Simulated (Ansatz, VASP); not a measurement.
**Two plane-wave programs on Cr**

```
Cr
1.0
    -1.41350    1.41350    1.41350
     1.41350   -1.41350    1.41350
     1.41350    1.41350   -1.41350
Cr
1
Cartesian
  0.0000 0.0000 0.0000
```

Alike in both runs: task single point; functional PBE; k mesh 20 × 20 × 20; occupations gaussian, width 0.05 eV; collinear spin.

|  | VASP | Ansatz |
| --- | --- | --- |
| version | VASP 6.6.1 | Ansatz 0.2.0 |
| potentials or method | VASP PAW PBE potentials, release 64 (Cr_pv), cutoff 520 eV | scalar-relativistic, plane waves, PAW |
| valence electrons in the cell | 12 | 14 |

```csv
,VASP,Ansatz,Ansatz less VASP
gap on the k mesh at the Fermi level (eV),none,none,-
pressure (GPa),5.4,5.9,+0.53
net moment per atom (μB),0.00,0.00,0.000
```

A gap of «none» marks a metal or a gap that the smearing closes. VASP's potentials hold 12 valence electrons a cell and Ansatz's 14, so a difference there can come from the potentials and not from the codes. Ansatz's warnings: seeded moment not kept.
